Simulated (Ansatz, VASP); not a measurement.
One calculation of Ge, two programs

```
CELL_PARAMETERS angstrom
4.01087 0.00000 0.00000
-2.00543 3.47351 0.00000
0.00000 0.00000 6.62130
ATOMIC_POSITIONS crystal
Ge 0.66667 0.33333 0.06290
Ge 0.33333 0.66667 0.56290
Ge 0.66667 0.33333 0.43710
Ge 0.33333 0.66667 0.93710
```

Change from the starting cell: volume scaled by 1.01, crystal datasets.

Alike in both runs: task electric field gradients; functional PBE; k mesh 11 × 11 × 6; occupations fermi-dirac, width 0.05 eV; no spin polarisation.

```csv
,VASP,Ansatz
version,VASP 6.6.1,Ansatz 0.2.0
potentials or method,"VASP PAW PBE potentials, release 64 (Ge_d), cutoff 520 eV","all-electron PAW with datasets made for the crystal, scalar-relativistic"
```

|  | VASP | Ansatz | Ansatz less VASP |
| --- | --- | --- | --- |
| pressure (GPa) | 2.2 | 2.2 | +0.05 |
| traceless stress, the component that is largest in VASP (GPa) | -0.06 | -0.06 | -0.005 |
| rms of the force components (eV/Å) | 0.003 | 0.003 | -0.0004 |
| size of Vzz on the site where it differs most (V/Å²) | 7.6 | 7.8 | +0.15 |

Atom by atom the forces differ by 0.000 eV/Å (rms over components). Ansatz ran all-electron here, and VASP with PAW potentials.
